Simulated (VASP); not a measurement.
# Al4GaRu2 in VASP: further runs, part 3 of 3

VASP 6.6.1.

### 5 Relaxation of cell and atoms, PBE

This run uses another cell than the first one, of 14.78 Å³/atom.

INCAR reads:

```
SYSTEM = Al4GaRu2
  PREC = Accurate
  ENCUT = 600
  EDIFF = 1E-6
  ISMEAR = 0
  SIGMA = 0.2
  LREAL = .FALSE.
  LASPH = .TRUE.
  NELM = 100
  ALGO = Normal
  ISIF = 3
  LWAVE = .FALSE.
  LCHARG = .FALSE.
  GGA = PE
  IBRION = 2
  NSW = 36
  EDIFFG = -0.08
```

KPOINTS reads:

```
Automatic mesh
0
G
  3 3 4
  0 0 0
```

POSCAR reads:

```
Al4GaRu2
1.0
    3.2050000000     -3.8250000000      0.0000000000
    3.2050000000      3.8250000000      0.0000000000
    0.0000000000      0.0000000000      4.2200000000
Al Ga Ru
4 1 2
Direct
    0.3353000000      0.9581000000      0.2500000000
    0.6647000000      0.0419000000      0.7500000000
    0.0419000000      0.6647000000      0.7500000000
    0.9581000000      0.3353000000      0.2500000000
    0.5000000000      0.5000000000      0.0000000000
    0.8277000000      0.8277000000      0.2500000000
    0.1723000000      0.1723000000      0.7500000000
```

Potentials or basis: VASP PAW PBE potentials, release 64 (Al, Ga_d, Ru_pv).

The run is started by

```
cat potpaw_PBE.64/Al/POTCAR potpaw_PBE.64/Ga_d/POTCAR potpaw_PBE.64/Ru_pv/POTCAR > POTCAR
mpirun -np 1 vasp_std > vasp.out
```

OUTCAR:

```text
SYSTEM = Al4GaRu2
   PREC = Accurate
   ENCUT = 600
   EDIFF = 1E-6
   ISMEAR = 0
   LREAL = .FALSE.
   LASPH = .TRUE.
   NELM = 100
   ISIF = 3
   GGA = PE
   IBRION = 2
   NSW = 36
   EDIFFG = -0.08

 ion  position               nearest neighbor table
   1  0.335  0.958  0.250-   6 2.50   7 2.56   7 2.56   6 2.65   2 2.66   2 2.66   5 2.77   3 2.83
                             3 2.83   5 2.89   4 2.89   4 3.34   4 3.34
   2  0.665  0.042  0.750-   7 2.50   6 2.56   6 2.56   7 2.65   1 2.66   1 2.66   5 2.77   4 2.83
                             4 2.83   5 2.89   3 2.89   3 3.34   3 3.34
   3  0.042  0.665  0.750-   7 2.50   6 2.56   6 2.56   7 2.65   4 2.66   4 2.66   5 2.77   1 2.83
                             1 2.83   5 2.89   2 2.89   2 3.34   2 3.34
   4  0.958  0.335  0.250-   6 2.50   7 2.56   7 2.56   6 2.65   3 2.66   3 2.66   5 2.77   2 2.83
                             2 2.83   5 2.89   1 2.89   1 3.34   1 3.34
   5  0.500  0.500  0.000-   6 2.35   7 2.35   3 2.77   4 2.77   1 2.77   2 2.77   3 2.89   2 2.89
                             1 2.89   4 2.89
   6  0.828  0.828  0.250-   5 2.35   4 2.50   1 2.50   3 2.56   2 2.56   2 2.56   3 2.56   4 2.65
                             1 2.65   7 3.05   7 3.05
   7  0.172  0.172  0.750-   5 2.35   3 2.50   2 2.50   1 2.56   4 2.56   4 2.56   1 2.56   2 2.65
                             3 2.65   6 3.05   6 3.05

  LATTYP: Found a base centered orthorhombic cell.
 ALAT       =     6.4100000000
[... 187 lines left out ...]
  FORCE on cell =-STRESS in cart. coord.  units (eV):
  Direction    XX          YY          ZZ          XY          YZ          ZX
  --------------------------------------------------------------------------------------
  -------------------------------------------------------------------------------------
  Total        9.8606186      3.7830647      6.5595264      0.0000000      0.0000000      0.2068424
  in kB      152.6907828     58.5804126    101.5736706      0.0000000      0.0000000      3.2029360
  external PRESSURE =     104.2816220 kB  Pullay stress =       0.0000000 kB
[... 104 lines left out ...]
  FREE ENERGIE OF THE ION-ELECTRON SYSTEM (eV)
  ---------------------------------------------------
  free  energy   TOTEN  =       -39.9628496569 eV

  energy  without entropy=      -39.9139845417  energy(sigma->0) =      -39.93841710

[... ionic steps 4 to 7 ...]

--------------------------------------- Ionic step        8  -------------------------------------------

 number of electron      53.0000003 magnetization

------------------------ aborting loop because EDIFF is reached ----------------------------------------
[... 77 lines left out ...]
--------------------------------------- Ionic step       10  -------------------------------------------

 number of electron      53.0000007 magnetization

 Free energy of the ion-electron system (eV)
  ---------------------------------------------------
  ext. energy  EPLUGINS =         0.00000000
  ---------------------------------------------------
  free energy    TOTEN  =       -40.10974037 eV

  energy without entropy =      -40.07113085  energy(sigma->0) =      -40.09043561

 E-fermi :   8.3239     XC(G=0): -11.2129

 val. band max:        8.2761015206   @ k =  -0.3333  -0.3333   0.2500
 cond. band min:       8.3910652196   @ k =   0.3333   0.3333   0.2500
 fundamental gap:      0.1149636990
 Fermi energy:         8.3238658526

 k-point     1 :       0.0000    0.0000    0.0000
  band No.  band energies     occupation
      1     -33.9955      2.00000
      2     -33.9261      2.00000
      3     -33.8113      2.00000
      4     -33.8028      2.00000
      5     -33.7986      2.00000
      6     -33.7401      2.00000
[... 499 lines left out ...]
  FREE ENERGIE OF THE ION-ELECTRON SYSTEM (eV)
  ---------------------------------------------------
  free  energy   TOTEN  =       -40.1097403673 eV

  energy  without entropy=      -40.0711308507  energy(sigma->0) =      -40.09043561

 reached required accuracy - stopping structural energy minimisation
```

CONTCAR:

```text
Al4GaRu2
   1.00000000000000
     3.3687705913639072   -3.7723927821457623   -0.0821801846227723
     3.3687705913639072    3.7723927821457623   -0.0821801846227723
    -0.1051259142201508    0.0000000000000000    4.3728147306045715
  Al              Ga              Ru
     4     1     2
Direct
     0.3448175415034788    0.9723962081452253    0.2570387350634263
     0.6551824584965211    0.0276037918547745    0.7429612649365738
     0.0276037918547745    0.6551824584965211    0.7429612649365738
     0.9723962081452253    0.3448175415034788    0.2570387350634263
     0.5000000000000000    0.5000000000000000    0.0000000000000000
     0.8379702840424557    0.8379702840424557    0.2403857207467726
     0.1620297159575441    0.1620297159575441    0.7596142792532276

  0.00000000E+00  0.00000000E+00  0.00000000E+00
  0.00000000E+00  0.00000000E+00  0.00000000E+00
  0.00000000E+00  0.00000000E+00  0.00000000E+00
  0.00000000E+00  0.00000000E+00  0.00000000E+00
  0.00000000E+00  0.00000000E+00  0.00000000E+00
  0.00000000E+00  0.00000000E+00  0.00000000E+00
  0.00000000E+00  0.00000000E+00  0.00000000E+00
```

Wall time 8.9 min (1 thread of Oxide Virtual Turin-like, shared host); peak memory 0.23 GiB.

What came out:

| Item | Value |
| --- | --- |
| Free energy | -40.1097 eV |
| Relaxed volume | 15.87 Å³/atom |
| Relaxed cell | a = 5.058 Å, b = 5.058 Å, c = 4.374 Å, α = 91.85°, β = 91.85°, γ = 96.45° |
| Space group after relaxing (to 0.1 Å) | C2/m (No. 12) |
| Energy gained by relaxing | 62.9 meV/atom |
| Ionic steps | 10 |
| Pressure after relaxing | -0.2 GPa |
| Largest force after relaxing | 0.061 eV/Å |
| Band gap on the k mesh | zero (an odd number of electrons rules out a gap without spin polarisation) |

Forces on the atoms (eV/Å):
```
Al   0.018  0.035 -0.014
Al  -0.018 -0.035  0.014
Al  -0.018  0.035  0.014
Al   0.018 -0.035 -0.014
Ga   0.000  0.000  0.000
Ru  -0.022  0.000  0.057
Ru   0.022  0.000 -0.057
```

Step by step:
```csv
step,energy change (eV),largest force (eV/Å),pressure (GPa),volume (Å³)
1,0.0000,0.9109,10.43,103.47
2,-0.0634,0.4602,-9.01,118.50
3,-0.2933,0.3132,-1.23,110.99
4,-0.3642,0.3620,-0.41,110.57
5,-0.3921,0.5334,0.63,110.06
6,-0.4260,0.2022,-0.22,110.91
7,-0.4306,0.1306,-0.59,111.34
8,-0.4366,0.0878,0.76,110.38
9,-0.4367,0.0864,0.58,110.50
10,-0.4402,0.0614,-0.17,111.08
```

Final structure:
```
Al Ga Ru
1.0
     3.36877   -3.77239   -0.08218
     3.36877    3.77239   -0.08218
    -0.10513    0.00000    4.37281
Al Ga Ru
4 1 2
Direct
  0.34482 0.97240 0.25704
  0.65518 0.02760 0.74296
  0.02760 0.65518 0.74296
  0.97240 0.34482 0.25704
  0.50000 0.50000 0.00000
  0.83797 0.83797 0.24039
  0.16203 0.16203 0.75961
```

Levels at points of the mesh, in eV from the Fermi level:
```csv
k point,band 25,band 26,band 27,band 28,band 29,band 30
"(0.00, 0.00, 0.00)",-0.81,-0.69,-0.07,0.25,1.37,3.43
"(0.00, 0.00, 0.50)",-1.44,-1.29,-1.12,0.88,1.89,2.20
```

Caveat: the k points lie up to 0.42 Å⁻¹ apart in the final cell, too coarse for converged energies and pressures of a metal; the relaxation stopped at a loose force limit of 0.08 eV/Å, so its end isn't a converged minimum.

### 6 Single point, PBE (15.39 Å³/atom)

This run uses another cell than the first one, of 15.39 Å³/atom.

INCAR reads:

```
SYSTEM = Al4GaRu2
PREC     = Accurate       ! precision mode
ENCUT    = 520            ! plane-wave cutoff, eV
EDIFF    = 1E-7           ! SCF threshold, eV
ISMEAR   = 0              ! smearing method
SIGMA    = 0.1            ! smearing width, eV
LREAL    = .False.        ! projectors in reciprocal space
LASPH    = .True.         ! aspherical terms in the spheres
NELM     = 100            ! most SCF steps
ALGO     = Fast           ! electronic algorithm
ISIF     = 2              ! what is computed and relaxed
LWAVE    = .False.        ! write WAVECAR
LCHARG   = .False.        ! write CHGCAR
GGA      = PE             ! functional
NBANDS   = 36             ! bands
```

KPOINTS reads:

```
Automatic mesh
0
Gamma
  6 6 8
  0 0 0
```

POSCAR reads:

```
Al4GaRu2
1.0
    3.3306703174     -3.7302947623      0.0115557897
    3.3306703174      3.7302947623      0.0115557897
   -0.2028852611      0.0000000000      4.3346789918
Al Ga Ru
4 1 2
Direct
    0.3453848292      0.9730980903      0.2559092098
    0.6546151708      0.0269019097      0.7440907902
    0.0269019097      0.6546151708      0.7440907902
    0.9730980903      0.3453848292      0.2559092098
    0.5000000000      0.5000000000      0.0000000000
    0.8373201349      0.8373201349      0.2443165213
    0.1626798651      0.1626798651      0.7556834787
```

Potentials or basis: VASP PAW PBE potentials, release 64 (Al, Ga_d, Ru_pv).

The run is started by

```
cat potpaw_PBE.64/Al/POTCAR potpaw_PBE.64/Ga_d/POTCAR potpaw_PBE.64/Ru_pv/POTCAR > POTCAR
mpirun -np 1 vasp_std > vasp.out
```

Run time: 15 min. Hardware: 1 thread of Oxide Virtual Turin-like, shared host; peak memory 0.41 GiB.

It converged, with:

| Quantity | Value |
| --- | --- |
| Free energy | -40.0468 eV |
| Pressure | 4.2 GPa |
| Largest force | 0.018 eV/Å |
| Band gap on the k mesh | zero (an odd number of electrons rules out a gap without spin polarisation) |

Forces in eV/Å, atoms in the order of the input:
```
Al  -0.001 -0.003  0.002
Al   0.001  0.003 -0.002
Al   0.001 -0.003 -0.002
Al  -0.001  0.003  0.002
Ga   0.000  0.000  0.000
Ru   0.016  0.000  0.008
Ru  -0.016  0.000 -0.008
```

Stress tensor (GPa, compression positive):
```
4.24 0.00 0.05
0.00 4.13 0.00
0.05 0.00 4.14
```

Levels at points of the mesh, in eV from the Fermi level:
```tsv
k point	band 25	band 26	band 27	band 28	band 29	band 30
(0.00, 0.00, 0.00)	-0.90	-0.75	-0.13	0.24	1.31	3.52
(0.50, 0.00, 0.00)	-1.05	-0.36	0.19	1.39	1.88	2.42
(0.50, 0.50, 0.00)	-1.20	0.91	0.91	1.31	1.82	2.55
(0.00, 0.00, 0.50)	-1.49	-1.39	-1.21	0.88	1.87	2.23
(0.50, 0.00, 0.50)	-1.33	-0.83	-0.77	0.89	1.91	2.60
(0.50, 0.50, 0.50)	-1.68	-0.87	-0.66	0.89	0.96	4.17
```

Caveat: the cell stands under pressure.

### 7 Summary

```tsv
task	cell	k mesh	cutoff (eV)	smearing	gap on the mesh (eV)	pressure (GPa)	largest force (eV/Å)
single point	a = 5.054, b = 5.054, c = 4.375 Å, angles 91.9, 91.9, 96.5°, 7 atoms, atomic positions A	3 × 3 × 4	520	gaussian 0.2 eV	none	0.2	0.03
single point	a = 4.382, b = 5.053, c = 5.053 Å, angles 96.3, 92.0, 92.0°, 7 atoms, atomic positions B	6 × 4 × 4	520	gaussian 0.2 eV	none	0.0	0.07
single point	a = 4.390, b = 5.047, c = 5.048 Å, angles 96.3, 92.0, 92.0°, 7 atoms, atomic positions C	6 × 4 × 4	520	gaussian 0.2 eV	none	0.0	0.01
relaxation of cell and atoms	relaxed from a = 4.990, b = 4.990, c = 4.220 Å, angles 90.0, 90.0, 100.1°, 7 atoms, atomic positions D	3 × 3 × 4	600	gaussian 0.2 eV	none	-0.2	0.06
single point	a = 5.001, b = 5.001, c = 4.339 Å, angles 91.7, 91.7, 96.5°, 7 atoms, atomic positions E	6 × 6 × 8	520	gaussian 0.1 eV	none	4.2	0.02
```

Alike in all rows: level PBE; potentials or basis VASP PAW PBE potentials, release 64 (Al, Ga_d, Ru_pv); no spin polarisation.

Caveats: some runs use coarse meshes; the relaxation stopped at a loose force limit of 0.08 eV/Å, so its end isn't a converged minimum (at least some runs); the cell stands under pressure (at least some runs).

Absolute energies hang on the potentials; compare differences alone.

The gap in the log of VASP goes by the Fermi energy; the results here count the filled bands.